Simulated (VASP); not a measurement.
BN, 4 atoms in the cell. Symmetry: P6_3/mmc, No. 194, hexagonal system. Conventional cell: a = 2.501 Å, b = 2.501 Å, c = 6.872 Å, α = 90.00°, β = 90.00°, γ = 120.00°. Within 1.9 Å of B (site symmetry -6m2) lie 3 N at 1.44 Å. N (site symmetry -6m2) has 3 B at 1.44 Å within 1.9 Å. 

```yaml
Program: VASP 6.6.1
Task: relaxation of cell and atoms
Functional: r2SCAN
Potentials_or_basis: VASP PAW PBE potentials, release 64 (B, N)
Cutoff: 600 eV
k_mesh: 10 × 10 × 4
Occupations: gaussian, width 0.01 eV
Spin: no spin polarisation
Target_pressure: 4 GPa
Dipole_correction: no
Further_INCAR_settings: ALGO = Normal; EDIFF = 1e-07; IBRION = 2; EDIFFG = -0.002; NSW = 100; ISIF = 3
```

Potentials or basis: VASP PAW PBE potentials, release 64 (B, N).

The run is started by

```console
$ cat potpaw_PBE.64/B/POTCAR potpaw_PBE.64/N/POTCAR > POTCAR
$ cp INCAR.step1 INCAR
$ mpirun -np 1 vasp_std > vasp.out
$ cp INCAR.step2 INCAR
$ mpirun -np 1 vasp_std > vasp.out
```

Hardware: 1 thread of Intel(R) Xeon(R) 6975P-C (Granite Rapids), with other jobs on the host.

**Question.** How long does it take, and how much memory?

**Answer.** Run time: 6.6 min on 1 thread of Intel(R) Xeon(R) 6975P-C (Granite Rapids) (shared host), peak memory 0.17 GiB. Counts: k points 42, ion steps 10.
